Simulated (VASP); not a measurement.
# SiC (R-3m) in VASP: further runs

The runs below take SiC through single point, with PBE.

Everything below comes from runs of VASP 6.6.1. Logs are shortened: lines on timing, memory, paths and dates and some standing lists are left out, and cuts for length are marked.

### 1 The cell of the first run

Symmetry: R-3m, No. 166, trigonal system. Conventional cell: a = 3.083 Å, b = 3.083 Å, c = 15.964 Å, α = 90.00°, β = 90.00°, γ = 120.00°. C (site symmetry 3m) has 1 C at 1.62 Å and 3 Si at 1.90 Å within 2.2 Å. Si (site symmetry 3m) has 3 C at 1.90 Å and 1 Si at 2.38 Å within 2.5 Å.

### 2 Single point, PBE

Input file INCAR:

```
SYSTEM = SiC
  ALGO = Normal
  EDIFF = 1E-7
  ENCUT = 520
  GGA = PE
  ISIF = 2
  ISMEAR = 0
  LASPH = .True.
  LCHARG = .False.
  LREAL = .False.
  LWAVE = .False.
  NBANDS = 16
  NELM = 80
  PREC = Accurate
  SIGMA = 0.01
```

Input file KPOINTS:

```
k-points
0
Gamma
  6 6 6
  0 0 0
```

Input file POSCAR:

```
SiC
1.0
    1.5415877844      0.8900361223      5.3212273172
   -1.5415877844      0.8900361223      5.3212273172
    0.0000000000     -1.7800722446      5.3212273172
C Si
2 2
Direct
    0.4491910690      0.4491910690      0.4491910690
    0.5508089310      0.5508089310      0.5508089310
    0.9254740593      0.9254740593      0.9254740593
    0.0745259407      0.0745259407      0.0745259407
```

Potentials or basis: VASP PAW PBE potentials, release 64 (C, Si).

Started as:

```sh
cat potpaw_PBE.64/C/POTCAR potpaw_PBE.64/Si/POTCAR > POTCAR
mpirun -np 1 vasp_std > vasp.out
```

OUTCAR:

```text
SYSTEM = SiC
   EDIFF = 1E-7
   ENCUT = 520
   GGA = PE
   ISIF = 2
   ISMEAR = 0
   LASPH = .True.
   LREAL = .False.
   NELM = 80
   PREC = Accurate

 ion  position               nearest neighbor table
   1  0.449  0.449  0.449-   2 1.62   4 1.90   4 1.90   4 1.90
   2  0.551  0.551  0.551-   1 1.62   3 1.90   3 1.90   3 1.90
   3  0.925  0.925  0.925-   2 1.90   2 1.90   2 1.90   4 2.38
   4  0.075  0.075  0.075-   1 1.90   1 1.90   1 1.90   3 2.38

  LATTYP: Found a trigonal (rhomboedric) cell.
 ALAT       =     5.6110709635
 COS(alpha) =     0.8490354441

  Lattice vectors:

 A1 = (   1.5415877844,   0.8900361223,   5.3212273172)
 A2 = (  -1.5415877844,   0.8900361223,   5.3212273172)
 A3 = (   0.0000000000,  -1.7800722446,   5.3212273172)

Analysis of symmetry for initial positions (statically):
=====================================================================
 Subroutine PRICEL returns:
 Original cell was already a primitive cell.

 Routine SETGRP: Setting up the symmetry group for a
 trigonal (rhombohedral) supercell.

 Subroutine GETGRP returns: Found 12 space group operations
 (whereof 12 operations were pure point group operations)
 out of a pool of 12 trial point group operations.

The static configuration has the point symmetry D_3d.

Analysis of symmetry for dynamics (positions and initial velocities):
=====================================================================
 Subroutine PRICEL returns:
 Original cell was already a primitive cell.

 Routine SETGRP: Setting up the symmetry group for a
 trigonal (rhombohedral) supercell.

 Subroutine GETGRP returns: Found 12 space group operations
 (whereof 12 operations were pure point group operations)
 out of a pool of 12 trial point group operations.

The dynamic configuration has the point symmetry D_3d.

 Subroutine INISYM returns: Found 12 space group operations
 (whereof 12 operations are pure point group operations),
 and found     1 'primitive' translations

----------------------------------------------------------------------------------------

                                     Primitive cell

  volume of cell :      43.8065

[... 90 lines left out ...]
   ENCUT  =  520.0 eV  38.22 Ry    6.18 a.u.  10.43 10.43 10.43*2*pi/ulx,y,z
   NELM   =     80;   NELMIN=  2; NELMDL= -5     # of ELM steps
   EDIFF  = 0.1E-06   stopping-criterion for ELM
   LREAL  =      F    real-space projection
   EDIFFG = 0.1E-05   stopping-criterion for IOM
   NSW    =      0    number of steps for IOM
   IBRION =     -1    ionic relax: 0-MD 1-quasi-New 2-CG
   NFREE  =      0    steps in history (QN), initial steepest desc. (CG)
   ISIF   =      2    stress and relaxation
   ISYM   =      2    0-nonsym 1-usesym 2-fastsym
   POTIM  = 0.5000    time-step for ionic-motion
   TEBEG  =    0.0;   TEEND  =   0.0 temperature during run
   PSTRESS=    0.0 pullay stress
   NELECT =      16.0000    total number of electrons
   NUPDOWN=      -1.0000    fix difference up-down
   EMIN   =  10.00;   EMAX   =-10.00  energy-range for DOS
   EFERMI =   0.00;   METHOD = LEGACY
   ISMEAR =     0;   SIGMA  =   0.01  broadening in eV -4-tet -1-fermi 0-gaus
   EFERMI_NEDOS =   21; number of points for ismear=-14 and -15
   IALGO  =     38    algorithm
   IMIX   =      4    mixing-type and parameters
     AMIX     =   0.40;   BMIX     =  1.00
     AMIX_MAG =   1.60;   BMIX_MAG =  1.00
  volume/ion in A,a.u.               =      10.95        73.91
  Fermi-wavevector in a.u.,A,eV,Ry     =   1.170223  2.211400 18.632105  1.369421
  Thomas-Fermi vector in A             =   2.306684
   LORBIT       =      0    0 simple, 1 ext, 2 COOP (PROOUT), +10 PAW based schemes
   GGA     = PE    functional components
   LHFCALC =     F    Hartree Fock is set to
   AEXX    =    0.0000 exact exchange contribution
   IVDW    =     0    specifies the selected vdW correction
   LEPSILON=     F    determine dielectric tensor
   LRPA    =     F    only Hartree local field effects (RPA)
 non-spin polarized calculation
 Gauss-broadening in eV      SIGMA  =   0.01
  energy-cutoff  :      520.00
  volume of cell :       43.81
 maximum number of plane-waves:      1198
 NGX is ok and might be reduce to    42
   NGX = 21   NGY = 21   NGZ = 21

 number of electron      16.0000000 magnetization

 Free energy of the ion-electron system (eV)
  ---------------------------------------------------
  ext. energy  EPLUGINS =         0.00000000
  ---------------------------------------------------
  free energy    TOTEN  =       -28.77368450 eV

  energy without entropy =      -28.77368450  energy(sigma->0) =      -28.77368450

 E-fermi :   8.5236     XC(G=0): -11.1091

 val. band max:        8.4702625855   @ k =   0.0000   0.0000   0.0000
 cond. band min:       8.9541855633   @ k =   0.5000   0.5000   0.0000
 fundamental gap:      0.4839229778
 Fermi energy:         8.5235888411

 k-point     1 :       0.0000    0.0000    0.0000
  band No.  band energies     occupation
      1      -8.0049      2.00000
      2      -4.1250      2.00000
      3      -1.0523      2.00000
      4       5.8905      2.00000
      5       5.8905      2.00000
      6       7.5056      2.00000
[... 433 lines left out ...]
      3      -0.2925      2.00000
      4       1.0820      2.00000
      5       2.9861      2.00000
      6       3.7341      2.00000
[... 8 lines left out ...]
     15      18.3999      0.00000
     16      20.1412      0.00000

 [... further k-points ...]

------------------------ aborting loop because EDIFF is reached ----------------------------------------

  FORCE on cell =-STRESS in cart. coord.  units (eV):
  Direction    XX          YY          ZZ          XY          YZ          ZX
  --------------------------------------------------------------------------------------
  -------------------------------------------------------------------------------------
  Total        0.8193163      0.8193163      0.4539042      0.0000000      0.0000000      0.0000000
  in kB       29.9656173     29.9656173     16.6010609      0.0000000      0.0000000      0.0000000
  external PRESSURE =      25.5107652 kB  Pullay stress =       0.0000000 kB

 VOLUME and BASIS-vectors are now :
 -----------------------------------------------------------------------------
  energy-cutoff  :      520.00
  volume of cell :       43.81
      direct lattice vectors                 reciprocal lattice vectors
     1.541587784  0.890036122  5.321227317     0.324340920  0.187258317  0.062642190
    -1.541587784  0.890036122  5.321227317    -0.324340920  0.187258317  0.062642190
     0.000000000 -1.780072245  5.321227317     0.000000000 -0.374516635  0.062642190

 POSITION                                       TOTAL-FORCE (eV/Angst)
 -----------------------------------------------------------------------------------
      0.00000      0.00000      7.17074         0.000000      0.000000      0.217941
      0.00000      0.00000      8.79294         0.000000     -0.000000     -0.217941
      0.00000      0.00000     14.77397         0.000000      0.000000      0.121820
      0.00000      0.00000      1.18971         0.000000     -0.000000     -0.121820
 -----------------------------------------------------------------------------------
    total drift:                                0.000000     -0.000000      0.000000

  FREE ENERGIE OF THE ION-ELECTRON SYSTEM (eV)
  ---------------------------------------------------
  free  energy   TOTEN  =       -28.7736844994 eV

  energy  without entropy=      -28.7736844994  energy(sigma->0) =      -28.77368450
```

Run time: 35 s. Hardware: 1 thread of Intel Xeon 6975P-C (Granite Rapids), shared host; peak memory 0.23 GiB.

What came out:

```yaml
Free_energy: -28.7737 eV
Pressure: 2.6 GPa
Largest_force: 0.218 eV/Å
Band_gap_on_the_k_mesh: 0.48 eV, indirect (least direct gap 1.81 eV)
```

Forces in eV/Å, atoms in the order of the input:
```
C    0.000  0.000  0.218
C    0.000  0.000 -0.218
Si   0.000  0.000  0.122
Si   0.000  0.000 -0.122
```

Levels at points of the mesh, in eV from the valence-band top:
| k point | band 5 | band 6 | band 7 | band 8 | band 9 | band 10 | band 11 | band 12 |
| --- | --- | --- | --- | --- | --- | --- | --- | --- |
| (0.00, 0.00, 0.00) | -2.58 | -0.96 | 0.00 | 0.00 | 3.57 | 3.72 | 6.06 | 6.06 |
| (0.50, 0.00, 0.00) | -5.58 | -4.15 | -3.91 | -1.96 | 2.09 | 3.82 | 4.18 | 6.84 |
| (0.50, 0.50, 0.00) | -4.84 | -4.34 | -1.47 | -1.33 | 0.48 | 1.98 | 4.26 | 5.74 |
| (0.50, 0.50, 0.50) | -2.58 | -2.58 | -0.06 | -0.06 | 3.57 | 5.60 | 5.74 | 5.74 |

A k mesh can miss the band edges. Expect the measured gap to be larger: semilocal functionals such as PBE lack the derivative discontinuity.

### 3 Single point, PBE

Input file INCAR:

```
  ALGO = Normal
  EDIFF = 1E-7
  ENCUT = 520
  GGA = PE
  ISIF = 2
  ISMEAR = 0
  LASPH = T
  LCHARG = T
  LELF = T
  LREAL = F
  LVHAR = T
  LWAVE = F
  NBANDS = 16
  NELM = 100
  PREC = Accurate
  SIGMA = 0.01
```

Input file KPOINTS:

```
k-points
0
Gamma
  6 6 6
```

POSCAR is that of step 2.

Potentials or basis: VASP PAW PBE potentials, release 64 (C, Si).

Started as:

```sh
cat potpaw_PBE.64/C/POTCAR potpaw_PBE.64/Si/POTCAR > POTCAR
mpirun -np 1 vasp_std > vasp.out
```

OUTCAR:

```text
EDIFF = 1E-7
   ENCUT = 520
   GGA = PE
   ISIF = 2
   ISMEAR = 0
   LASPH = T
   LREAL = F
   NELM = 100
   PREC = Accurate

 ion  position               nearest neighbor table
   1  0.449  0.449  0.449-   2 1.62   4 1.90   4 1.90   4 1.90
   2  0.551  0.551  0.551-   1 1.62   3 1.90   3 1.90   3 1.90
   3  0.925  0.925  0.925-   2 1.90   2 1.90   2 1.90   4 2.38
   4  0.075  0.075  0.075-   1 1.90   1 1.90   1 1.90   3 2.38

  LATTYP: Found a trigonal (rhomboedric) cell.
 ALAT       =     5.6110709635
 COS(alpha) =     0.8490354441

  Lattice vectors:

 A1 = (   1.5415877844,   0.8900361223,   5.3212273172)
 A2 = (  -1.5415877844,   0.8900361223,   5.3212273172)
 A3 = (   0.0000000000,  -1.7800722446,   5.3212273172)

Analysis of symmetry for initial positions (statically):
=====================================================================
 Subroutine PRICEL returns:
 Original cell was already a primitive cell.

 Routine SETGRP: Setting up the symmetry group for a
 trigonal (rhombohedral) supercell.

 Subroutine GETGRP returns: Found 12 space group operations
 (whereof 12 operations were pure point group operations)
 out of a pool of 12 trial point group operations.

The static configuration has the point symmetry D_3d.

Analysis of symmetry for dynamics (positions and initial velocities):
=====================================================================
 Subroutine PRICEL returns:
 Original cell was already a primitive cell.

 Routine SETGRP: Setting up the symmetry group for a
 trigonal (rhombohedral) supercell.

 Subroutine GETGRP returns: Found 12 space group operations
 (whereof 12 operations were pure point group operations)
 out of a pool of 12 trial point group operations.

The dynamic configuration has the point symmetry D_3d.

 Subroutine INISYM returns: Found 12 space group operations
 (whereof 12 operations are pure point group operations),
 and found     1 'primitive' translations

----------------------------------------------------------------------------------------

                                     Primitive cell

  volume of cell :      43.8065

  direct lattice vectors                    reciprocal lattice vectors
     1.541587784  0.890036122  5.321227317     0.324340920  0.187258317  0.062642190
    -1.541587784  0.890036122  5.321227317    -0.324340920  0.187258317  0.062642190
     0.000000000 -1.780072245  5.321227317     0.000000000 -0.374516635  0.062642190

  length of vectors
     5.611070963  5.611070963  5.611070963     0.379719309  0.379719309  0.379719309

  position of ions in fractional coordinates (direct lattice)
     0.449191069  0.449191069  0.449191069
     0.550808931  0.550808931  0.550808931
     0.925474059  0.925474059  0.925474059
     0.074525941  0.074525941  0.074525941

  ion indices of the primitive-cell ions
   primitive index   ion index
                 1           1
                 2           2
                 3           3
                 4           4

----------------------------------------------------------------------------------------

 KPOINTS: k-points

[... 24 lines left out ...]
  0.000000  0.000000  0.000000      1.000000
  0.166667  0.000000  0.000000      6.000000
  0.333333 -0.000000  0.000000      6.000000
  0.500000  0.000000  0.000000      3.000000
  0.166667  0.166667  0.000000      6.000000
  0.333333  0.166667  0.000000     12.000000
[... 16 lines left out ...]
  0.500000  0.500000  0.166667      6.000000
 -0.333333  0.500000  0.166667     12.000000
 [... further k-points ...]
   k-points           NKPTS =     32   k-points in BZ     NKDIM =     32   number of bands    NBANDS=     16
   number of dos      NEDOS =    301   number of ions     NIONS =      4
   total plane-waves  NPLWV =  74088
   dimension x,y,z NGX =    42 NGY =   42 NGZ =   42
   dimension x,y,z NGXF=    84 NGYF=   84 NGZF=   84
   ions per type =               2   2
   NGX,Y,Z   is equivalent  to a cutoff of  12.44, 12.44, 12.44 a.u.
   NGXF,Y,Z  is equivalent  to a cutoff of  24.89, 24.89, 24.89 a.u.
 SYSTEM =  unknown system
   PREC   = accura    normal or accurate (medium, high low for compatibility)
   ISTART =      0    job   : 0-new  1-cont  2-samecut
   ICHARG =      2    charge: 1-file 2-atom 10-const
   ISPIN  =      1    spin polarized calculation?
   LNONCOLLINEAR =      F non collinear calculations
   LSORBIT =      F    spin-orbit coupling
   LASPH  =      T    aspherical Exc in radial PAW
   ENCUT  =  520.0 eV  38.22 Ry    6.18 a.u.  10.43 10.43 10.43*2*pi/ulx,y,z
   NELM   =    100;   NELMIN=  2; NELMDL= -5     # of ELM steps
   EDIFF  = 0.1E-06   stopping-criterion for ELM
   LREAL  =      F    real-space projection
   EDIFFG = 0.1E-05   stopping-criterion for IOM
   NSW    =      0    number of steps for IOM
   IBRION =     -1    ionic relax: 0-MD 1-quasi-New 2-CG
   NFREE  =      0    steps in history (QN), initial steepest desc. (CG)
   ISIF   =      2    stress and relaxation
   ISYM   =      2    0-nonsym 1-usesym 2-fastsym
   POTIM  = 0.5000    time-step for ionic-motion
   TEBEG  =    0.0;   TEEND  =   0.0 temperature during run
   PSTRESS=    0.0 pullay stress
   NELECT =      16.0000    total number of electrons
   NUPDOWN=      -1.0000    fix difference up-down
   EMIN   =  10.00;   EMAX   =-10.00  energy-range for DOS
   EFERMI =   0.00;   METHOD = LEGACY
   ISMEAR =     0;   SIGMA  =   0.01  broadening in eV -4-tet -1-fermi 0-gaus
   EFERMI_NEDOS =   21; number of points for ismear=-14 and -15
   IALGO  =     38    algorithm
   IMIX   =      4    mixing-type and parameters
     AMIX     =   0.40;   BMIX     =  1.00
     AMIX_MAG =   1.60;   BMIX_MAG =  1.00
  volume/ion in A,a.u.               =      10.95        73.91
  Fermi-wavevector in a.u.,A,eV,Ry     =   1.170223  2.211400 18.632105  1.369421
  Thomas-Fermi vector in A             =   2.306684
   LORBIT       =      0    0 simple, 1 ext, 2 COOP (PROOUT), +10 PAW based schemes
   GGA     = PE    functional components
   LHFCALC =     F    Hartree Fock is set to
   AEXX    =    0.0000 exact exchange contribution
   IVDW    =     0    specifies the selected vdW correction
   LEPSILON=     F    determine dielectric tensor
   LRPA    =     F    only Hartree local field effects (RPA)
 non-spin polarized calculation
 Gauss-broadening in eV      SIGMA  =   0.01
  energy-cutoff  :      520.00
  volume of cell :       43.81
 maximum number of plane-waves:      1198
 NGX is ok and might be reduce to    42
   NGX = 21   NGY = 21   NGZ = 21

 number of electron      16.0000000 magnetization

 Free energy of the ion-electron system (eV)
  ---------------------------------------------------
  ext. energy  EPLUGINS =         0.00000000
  ---------------------------------------------------
  free energy    TOTEN  =       -28.77368450 eV

  energy without entropy =      -28.77368450  energy(sigma->0) =      -28.77368450

 E-fermi :   8.5236     XC(G=0): -11.1091

 val. band max:        8.4702625855   @ k =   0.0000   0.0000   0.0000
 cond. band min:       8.9541855633   @ k =   0.5000   0.5000   0.0000
 fundamental gap:      0.4839229778
 Fermi energy:         8.5235888411

 k-point     1 :       0.0000    0.0000    0.0000
  band No.  band energies     occupation
      1      -8.0049      2.00000
      2      -4.1250      2.00000
      3      -1.0523      2.00000
      4       5.8905      2.00000
      5       5.8905      2.00000
      6       7.5056      2.00000
[... 433 lines left out ...]
      3      -0.2925      2.00000
      4       1.0820      2.00000
      5       2.9861      2.00000
      6       3.7341      2.00000
[... 8 lines left out ...]
     15      18.3999      0.00000
     16      20.1412      0.00000

 [... further k-points ...]

------------------------ aborting loop because EDIFF is reached ----------------------------------------

  FORCE on cell =-STRESS in cart. coord.  units (eV):
  Direction    XX          YY          ZZ          XY          YZ          ZX
  --------------------------------------------------------------------------------------
  -------------------------------------------------------------------------------------
  Total        0.8193163      0.8193163      0.4539042      0.0000000      0.0000000      0.0000000
  in kB       29.9656173     29.9656173     16.6010609      0.0000000      0.0000000      0.0000000
  external PRESSURE =      25.5107652 kB  Pullay stress =       0.0000000 kB

 VOLUME and BASIS-vectors are now :
 -----------------------------------------------------------------------------
  energy-cutoff  :      520.00
  volume of cell :       43.81
      direct lattice vectors                 reciprocal lattice vectors
     1.541587784  0.890036122  5.321227317     0.324340920  0.187258317  0.062642190
    -1.541587784  0.890036122  5.321227317    -0.324340920  0.187258317  0.062642190
     0.000000000 -1.780072245  5.321227317     0.000000000 -0.374516635  0.062642190

 POSITION                                       TOTAL-FORCE (eV/Angst)
 -----------------------------------------------------------------------------------
      0.00000      0.00000      7.17074         0.000000      0.000000      0.217941
      0.00000      0.00000      8.79294         0.000000     -0.000000     -0.217941
      0.00000      0.00000     14.77397         0.000000      0.000000      0.121820
      0.00000      0.00000      1.18971         0.000000     -0.000000     -0.121820
 -----------------------------------------------------------------------------------
    total drift:                                0.000000     -0.000000      0.000000

  FREE ENERGIE OF THE ION-ELECTRON SYSTEM (eV)
  ---------------------------------------------------
  free  energy   TOTEN  =       -28.7736844994 eV

  energy  without entropy=      -28.7736844994  energy(sigma->0) =      -28.77368450
```

It took 37 s on 1 thread of Intel Xeon 6975P-C (Granite Rapids), shared host; peak memory 0.23 GiB.

Results:

| Quantity | Value |
| --- | --- |
| Free energy | -28.7737 eV |
| Pressure | 2.6 GPa |
| Largest force | 0.218 eV/Å |
| Band gap on the k mesh | 0.48 eV, indirect (least direct gap 1.81 eV) |

Forces on the atoms (eV/Å):
```
C    0.000  0.000  0.218
C    0.000  0.000 -0.218
Si   0.000  0.000  0.122
Si   0.000  0.000 -0.122
```

Levels at points of the mesh, in eV from the valence-band top:
```
           k point  band 5  band 6  band 7  band 8  band 9  band 10  band 11  band 12
(0.00, 0.00, 0.00)   -2.58   -0.96    0.00    0.00    3.57     3.72     6.06     6.06
(0.50, 0.00, 0.00)   -5.58   -4.15   -3.91   -1.96    2.09     3.82     4.18     6.84
(0.50, 0.50, 0.00)   -4.84   -4.34   -1.47   -1.33    0.48     1.98     4.26     5.74
(0.50, 0.50, 0.50)   -2.58   -2.58   -0.06   -0.06    3.57     5.60     5.74     5.74
```

A k mesh can miss the band edges. Expect the measured gap to be larger: semilocal functionals such as PBE lack the derivative discontinuity.
